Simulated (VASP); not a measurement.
# SnGe5 (P4/mmm) in VASP: further runs, part 2 of 3

VASP 6.6.1.

## 3. Single point, PBE

This run uses another cell than the first one, of 22.41 Å³/atom, 0.823 times its volume.

Contents of INCAR:

```
  PREC = Accurate
  ENCUT = 520
  EDIFF = 1E-6
  ISMEAR = 0
  SIGMA = 0.1
  LREAL = F
  LASPH = T
  NELM = 100
  ALGO = Normal
  ISIF = 2
  LWAVE = F
  LCHARG = F
  GGA = PE
  NBANDS = 51
```

Contents of KPOINTS:

```
Automatic mesh
0
Gamma
  4 4 6
```

Contents of POSCAR:

```
SnGe5
1.0
    6.2906211100      0.0000000000      0.0000000000
    0.0000000000      6.2906211100      0.0000000000
    0.0000000000      0.0000000000      3.3982647000
Sn Ge
1 5
Direct
    0.0000000000      0.0000000000      0.5000000000
    0.2868783300      0.2868783300      0.5000000000
    0.7131216700      0.7131216700      0.5000000000
    0.7131216700      0.2868783300      0.5000000000
    0.2868783300      0.7131216700      0.5000000000
    0.5000000000      0.5000000000      0.5000000000
```

Potentials or basis: VASP PAW PBE potentials, release 64 (Sn_d, Ge_d).

Launch:

```console
> cat potpaw_PBE.64/Sn_d/POTCAR potpaw_PBE.64/Ge_d/POTCAR > POTCAR
> mpirun -np 1 vasp_std > vasp.out
```

OUTCAR:

```text
PREC = Accurate
   ENCUT = 520
   EDIFF = 1E-6
   ISMEAR = 0
   LREAL = F
   LASPH = T
   NELM = 100
   ISIF = 2
   GGA = PE

 ion  position               nearest neighbor table
   1  0.000  0.000  0.500-   2 2.55   3 2.55   4 2.55   5 2.55
   2  0.287  0.287  0.500-   6 1.90   1 2.55   5 2.68   4 2.68
   3  0.713  0.713  0.500-   6 1.90   1 2.55   5 2.68   4 2.68
   4  0.713  0.287  0.500-   6 1.90   1 2.55   3 2.68   2 2.68
   5  0.287  0.713  0.500-   6 1.90   1 2.55   3 2.68   2 2.68
   6  0.500  0.500  0.500-   2 1.90   3 1.90   4 1.90   5 1.90

  LATTYP: Found a simple tetragonal cell.
 ALAT       =     6.2906211100
 C/A-ratio  =     0.5402113147

  Lattice vectors:

 A1 = (   6.2906211100,   0.0000000000,   0.0000000000)
 A2 = (   0.0000000000,   6.2906211100,   0.0000000000)
 A3 = (   0.0000000000,   0.0000000000,   3.3982647000)

Analysis of symmetry for initial positions (statically):
=====================================================================
 Subroutine PRICEL returns:
 Original cell was already a primitive cell.

 Routine SETGRP: Setting up the symmetry group for a
 simple tetragonal supercell.

 Subroutine GETGRP returns: Found 16 space group operations
 (whereof 16 operations were pure point group operations)
 out of a pool of 16 trial point group operations.

The static configuration has the point symmetry D_4h.

Analysis of symmetry for dynamics (positions and initial velocities):
=====================================================================
 Subroutine PRICEL returns:
 Original cell was already a primitive cell.

 Routine SETGRP: Setting up the symmetry group for a
 simple tetragonal supercell.

 Subroutine GETGRP returns: Found 16 space group operations
 (whereof 16 operations were pure point group operations)
 out of a pool of 16 trial point group operations.

The dynamic configuration has the point symmetry D_4h.

 Subroutine INISYM returns: Found 16 space group operations
 (whereof 16 operations are pure point group operations),
 and found     1 'primitive' translations

----------------------------------------------------------------------------------------

                                     Primitive cell

  volume of cell :     134.4758

  direct lattice vectors                    reciprocal lattice vectors
     6.290621110  0.000000000  0.000000000     0.158966815  0.000000000  0.000000000
     0.000000000  6.290621110  0.000000000     0.000000000  0.158966815  0.000000000
     0.000000000  0.000000000  3.398264700     0.000000000  0.000000000  0.294267836

  length of vectors
     6.290621110  6.290621110  3.398264700     0.158966815  0.158966815  0.294267836

  position of ions in fractional coordinates (direct lattice)
     0.000000000  0.000000000  0.500000000
     0.286878330  0.286878330  0.500000000
     0.713121670  0.713121670  0.500000000
     0.713121670  0.286878330  0.500000000
     0.286878330  0.713121670  0.500000000
     0.500000000  0.500000000  0.500000000

  ion indices of the primitive-cell ions
   primitive index   ion index
                 1           1
                 2           2
                 3           3
                 4           4
                 5           5
[... 29 lines left out ...]
            Coordinates               Weight
  0.000000  0.000000  0.000000      1.000000
  0.250000  0.000000  0.000000      4.000000
  0.500000  0.000000  0.000000      2.000000
  0.250000  0.250000  0.000000      4.000000
  0.500000  0.250000  0.000000      4.000000
  0.500000  0.500000  0.000000      1.000000
[... 16 lines left out ...]
  0.500000  0.250000  0.500000      4.000000
  0.500000  0.500000  0.500000      1.000000
   k-points           NKPTS =     24   k-points in BZ     NKDIM =     24   number of bands    NBANDS=     51
   number of dos      NEDOS =    301   number of ions     NIONS =      6
   total plane-waves  NPLWV =  64512
   dimension x,y,z NGX =    48 NGY =   48 NGZ =   28
   dimension x,y,z NGXF=    96 NGYF=   96 NGZF=   56
   ions per type =               1   5
   NGX,Y,Z   is equivalent  to a cutoff of  12.69, 12.69, 13.70 a.u.
   NGXF,Y,Z  is equivalent  to a cutoff of  25.37, 25.37, 27.40 a.u.
 SYSTEM =  unknown system
   PREC   = accura    normal or accurate (medium, high low for compatibility)
   ISTART =      0    job   : 0-new  1-cont  2-samecut
   ICHARG =      2    charge: 1-file 2-atom 10-const
   ISPIN  =      1    spin polarized calculation?
   LNONCOLLINEAR =      F non collinear calculations
   LSORBIT =      F    spin-orbit coupling
   LASPH  =      T    aspherical Exc in radial PAW
   ENCUT  =  520.0 eV  38.22 Ry    6.18 a.u.  11.70 11.70  6.32*2*pi/ulx,y,z
   NELM   =    100;   NELMIN=  2; NELMDL= -5     # of ELM steps
   EDIFF  = 0.1E-05   stopping-criterion for ELM
   LREAL  =      F    real-space projection
   EDIFFG = 0.1E-04   stopping-criterion for IOM
   NSW    =      0    number of steps for IOM
   IBRION =     -1    ionic relax: 0-MD 1-quasi-New 2-CG
   NFREE  =      0    steps in history (QN), initial steepest desc. (CG)
   ISIF   =      2    stress and relaxation
   ISYM   =      2    0-nonsym 1-usesym 2-fastsym
   POTIM  = 0.5000    time-step for ionic-motion
   TEBEG  =    0.0;   TEEND  =   0.0 temperature during run
   PSTRESS=    0.0 pullay stress
   NELECT =      84.0000    total number of electrons
   NUPDOWN=      -1.0000    fix difference up-down
   EMIN   =  10.00;   EMAX   =-10.00  energy-range for DOS
   EFERMI =   0.00;   METHOD = LEGACY
   ISMEAR =     0;   SIGMA  =   0.10  broadening in eV -4-tet -1-fermi 0-gaus
   EFERMI_NEDOS =   21; number of points for ismear=-14 and -15
   IALGO  =     38    algorithm
   IMIX   =      4    mixing-type and parameters
     AMIX     =   0.40;   BMIX     =  1.00
     AMIX_MAG =   1.60;   BMIX_MAG =  1.00
  volume/ion in A,a.u.               =      22.41       151.25
  Fermi-wavevector in a.u.,A,eV,Ry     =   1.399436  2.644551 26.645953  1.958422
  Thomas-Fermi vector in A             =   2.522496
   LORBIT       =      0    0 simple, 1 ext, 2 COOP (PROOUT), +10 PAW based schemes
   GGA     = PE    functional components
   LHFCALC =     F    Hartree Fock is set to
   AEXX    =    0.0000 exact exchange contribution
   IVDW    =     0    specifies the selected vdW correction
   LEPSILON=     F    determine dielectric tensor
   LRPA    =     F    only Hartree local field effects (RPA)
 non-spin polarized calculation
 Gauss-broadening in eV      SIGMA  =   0.10
  energy-cutoff  :      520.00
  volume of cell :      134.48
 maximum number of plane-waves:      3656
 NGX is ok and might be reduce to    48
   NGX = 23   NGY = 23   NGZ = 13

 number of electron      83.9999980 magnetization

 Free energy of the ion-electron system (eV)
  ---------------------------------------------------
  ext. energy  EPLUGINS =         0.00000000
  ---------------------------------------------------
  free energy    TOTEN  =       -10.29305861 eV

  energy without entropy =      -10.27180211  energy(sigma->0) =      -10.28243036

 E-fermi :   6.0065     XC(G=0): -10.1035

 val. band max:        5.9777165966   @ k =   0.5000   0.0000   0.3333
 cond. band min:       6.0203553009   @ k =   0.5000   0.0000   0.3333
 fundamental gap:      0.0426387043
 Fermi energy:         6.0064946111

 k-point     1 :       0.0000    0.0000    0.0000
  band No.  band energies     occupation
      1     -21.6453      2.00000
      2     -21.0329      2.00000
      3     -20.9742      2.00000
      4     -20.6233      2.00000
      5     -20.6233      2.00000
      6     -19.6381      2.00000
[... 1285 lines left out ...]
     50      11.0686      0.00000
     51      11.9599      0.00000

------------------------ aborting loop because EDIFF is reached ----------------------------------------

  FORCE on cell =-STRESS in cart. coord.  units (eV):
  Direction    XX          YY          ZZ          XY          YZ          ZX
  --------------------------------------------------------------------------------------
  -------------------------------------------------------------------------------------
  Total       61.6948446     61.6948446     -1.9905335      0.0000000      0.0000000      0.0000000
  in kB      735.0471481    735.0471481    -23.7156922      0.0000000      0.0000000      0.0000000
  external PRESSURE =     482.1262013 kB  Pullay stress =       0.0000000 kB

 VOLUME and BASIS-vectors are now :
 -----------------------------------------------------------------------------
  energy-cutoff  :      520.00
  volume of cell :      134.48
      direct lattice vectors                 reciprocal lattice vectors
     6.290621110  0.000000000  0.000000000     0.158966815  0.000000000  0.000000000
     0.000000000  6.290621110  0.000000000     0.000000000  0.158966815  0.000000000
     0.000000000  0.000000000  3.398264700     0.000000000  0.000000000  0.294267836

 POSITION                                       TOTAL-FORCE (eV/Angst)
 -----------------------------------------------------------------------------------
      0.00000      0.00000      1.69913         0.000000      0.000000     -0.000000
      1.80464      1.80464      1.69913        -8.810710     -8.810710     -0.000000
      4.48598      4.48598      1.69913         8.810710      8.810710     -0.000000
      4.48598      1.80464      1.69913         8.810710     -8.810710      0.000000
      1.80464      4.48598      1.69913        -8.810710      8.810710     -0.000000
      3.14531      3.14531      1.69913         0.000000      0.000000     -0.000000
 -----------------------------------------------------------------------------------
    total drift:                                0.000000     -0.000000      0.000000

  FREE ENERGIE OF THE ION-ELECTRON SYSTEM (eV)
  ---------------------------------------------------
  free  energy   TOTEN  =       -10.2930586106 eV

  energy  without entropy=      -10.2718021081  energy(sigma->0) =      -10.28243036
```

stdout:

```text
POSCAR found type information on POSCAR SnGe
 POSCAR found :  2 types and       6 ions
 scaLAPACK will be used
 LDA part: xc-table for (Slater+PW92), standard interpolation
 POSCAR, INCAR and KPOINTS ok, starting setup
 FFT: planning ... GRIDC
 FFT: planning ... GRID_SOFT
 FFT: planning ... GRID
 WAVECAR not read
 entering main loop
```

It took 2.2 min on 1 thread of Intel Xeon Platinum 8259CL at 2.50GHz (Skylake/Cascade Lake), shared host; peak memory 0.31 GiB.

Results:

- Free energy: -10.2931 eV
- Pressure: 48.2 GPa
- Largest force: 12.460 eV/Å
- Band gap on the k mesh: zero (band 42 reaches 7.86 eV, above the bottom of band 43 at 4.12 eV)

Forces on the atoms (eV/Å):
```
Sn   0.000  0.000  0.000
Ge  -8.811 -8.811  0.000
Ge   8.811  8.811  0.000
Ge   8.811 -8.811  0.000
Ge  -8.811  8.811  0.000
Ge   0.000  0.000  0.000
```

Stress tensor (GPa, compression positive):
```
73.50  0.00  0.00
 0.00 73.50  0.00
 0.00  0.00 -2.37
```

Caveat: spin-orbit coupling is left out, which moves the levels of the heavy elements; forces of over 1 eV/Å act on the atoms, so gaps and moduli don't describe the material at rest.

## 4. Single point, PBE

This run uses another cell than the first one, of 27.15 Å³/atom, 0.997 times its volume.

Contents of INCAR:

```
ALGO     = Normal         # electronic algorithm
EDIFF    = 1E-7           # SCF threshold, eV
ENCUT    = 520            # plane-wave cutoff, eV
GGA      = PE             # functional
ISIF     = 2              # what is computed and relaxed
ISMEAR   = 0              # smearing method
LASPH    = T              # aspherical terms in the spheres
LCHARG   = T              # write CHGCAR
LELF     = T              # ELF
LREAL    = F              # projectors in reciprocal space
LVHAR    = T            
LWAVE    = F              # write WAVECAR
NBANDS   = 51             # bands
NELM     = 80             # most SCF steps
PREC     = Accurate       # precision mode
SIGMA    = 0.1            # smearing width, eV
```

Contents of KPOINTS:

```
k-points
0
Gamma
  4 4 6
```

Contents of POSCAR:

```
SnGe5
1.0
    7.6447580228      0.0000000000      0.0000000000
    0.0000000000      7.6447580228      0.0000000000
    0.0000000000      0.0000000000      2.7871283425
Sn Ge
1 5
Direct
    0.0000000000      0.0000000000      0.5000000000
    0.2613415841      0.2613415841      0.5000000000
    0.7386584159      0.7386584159      0.5000000000
    0.7386584159      0.2613415841      0.5000000000
    0.2613415841      0.7386584159      0.5000000000
    0.5000000000      0.5000000000      0.5000000000
```

Potentials or basis: VASP PAW PBE potentials, release 64 (Sn_d, Ge_d).

Launch:

```console
> cat potpaw_PBE.64/Sn_d/POTCAR potpaw_PBE.64/Ge_d/POTCAR > POTCAR
> mpirun -np 1 vasp_std > vasp.out
```

OUTCAR:

```text
EDIFF = 1E-7
   ENCUT = 520
   GGA = PE
   ISIF = 2
   ISMEAR = 0
   LASPH = T
   LREAL = F
   NELM = 80
   PREC = Accurate

 ion  position               nearest neighbor table
   1  0.000  0.000  0.500-   2 2.83   3 2.83   4 2.83   5 2.83
   2  0.261  0.261  0.500-   6 2.58   1 2.83
   3  0.739  0.739  0.500-   6 2.58   1 2.83
   4  0.739  0.261  0.500-   6 2.58   1 2.83
   5  0.261  0.739  0.500-   6 2.58   1 2.83
   6  0.500  0.500  0.500-   2 2.58   3 2.58   4 2.58   5 2.58

  LATTYP: Found a simple tetragonal cell.
 ALAT       =     7.6447580228
 C/A-ratio  =     0.3645803221

  Lattice vectors:

 A1 = (   7.6447580228,   0.0000000000,   0.0000000000)
 A2 = (   0.0000000000,   7.6447580228,   0.0000000000)
 A3 = (   0.0000000000,   0.0000000000,   2.7871283425)

Analysis of symmetry for initial positions (statically):
=====================================================================
 Subroutine PRICEL returns:
 Original cell was already a primitive cell.

 Routine SETGRP: Setting up the symmetry group for a
[... 177 lines left out ...]

 val. band max:        3.8752148710   @ k =   0.2500   0.0000   0.0000
 cond. band min:       3.9839244981   @ k =   0.2500   0.0000   0.1667
 fundamental gap:      0.1087096271
 Fermi energy:         3.9579172123

 k-point     1 :       0.0000    0.0000    0.0000
  band No.  band energies     occupation
      1     -20.7105      2.00000
      2     -20.6895      2.00000
      3     -20.6868      2.00000
      4     -20.6868      2.00000
      5     -20.6805      2.00000
      6     -20.6793      2.00000
[... 1285 lines left out ...]
     50       8.5592      0.00000
     51       8.5605      0.00000

------------------------ aborting loop because EDIFF is reached ----------------------------------------

  FORCE on cell =-STRESS in cart. coord.  units (eV):
  Direction    XX          YY          ZZ          XY          YZ          ZX
  --------------------------------------------------------------------------------------
  -------------------------------------------------------------------------------------
  Total       -0.0679731     -0.0679731     -0.1575404      0.0000000     -0.0000000      0.0000000
  in kB       -0.6685951     -0.6685951     -1.5495944      0.0000000     -0.0000000      0.0000000
  external PRESSURE =      -0.9622615 kB  Pullay stress =       0.0000000 kB

 VOLUME and BASIS-vectors are now :
 -----------------------------------------------------------------------------
  energy-cutoff  :      520.00
  volume of cell :      162.89
      direct lattice vectors                 reciprocal lattice vectors
     7.644758023  0.000000000  0.000000000     0.130808588  0.000000000  0.000000000
     0.000000000  7.644758023  0.000000000     0.000000000  0.130808588  0.000000000
     0.000000000  0.000000000  2.787128342     0.000000000  0.000000000  0.358792232

 POSITION                                       TOTAL-FORCE (eV/Angst)
 -----------------------------------------------------------------------------------
      0.00000      0.00000      1.39356        -0.000000      0.000000     -0.000000
      1.99789      1.99789      1.39356        -0.002824     -0.002824      0.000000
      5.64686      5.64686      1.39356         0.002824      0.002824     -0.000000
      5.64686      1.99789      1.39356         0.002824     -0.002824     -0.000000
      1.99789      5.64686      1.39356        -0.002824      0.002824      0.000000
      3.82238      3.82238      1.39356        -0.000000      0.000000     -0.000000
 -----------------------------------------------------------------------------------
    total drift:                               -0.000000      0.000000     -0.000000

  FREE ENERGIE OF THE ION-ELECTRON SYSTEM (eV)
  ---------------------------------------------------
  free  energy   TOTEN  =       -22.9632141208 eV

  energy  without entropy=      -22.9464700527  energy(sigma->0) =      -22.95484209
```

Run time: 2.8 min. Hardware: 1 thread of Intel Xeon Platinum 8259CL at 2.50GHz (Skylake/Cascade Lake), shared host; peak memory 0.35 GiB.

Results:

- Free energy: -22.9632 eV
- Pressure: -0.1 GPa
- Largest force: 0.004 eV/Å
- Band gap on the k mesh: zero (band 42 reaches 4.91 eV, above the bottom of band 43 at 2.45 eV)

Forces on the atoms (eV/Å):
```
Sn   0.000  0.000  0.000
Ge  -0.003 -0.003  0.000
Ge   0.003  0.003  0.000
Ge   0.003 -0.003  0.000
Ge  -0.003  0.003  0.000
Ge   0.000  0.000  0.000
```

Stress tensor (GPa, compression positive):
```
-0.07  0.00  0.00
 0.00 -0.07  0.00
 0.00  0.00 -0.15
```

Caveat: the k points lie up to 0.38 Å⁻¹ apart; spin-orbit coupling is left out, which moves the levels of the heavy elements.

[end of part 2 of 3]
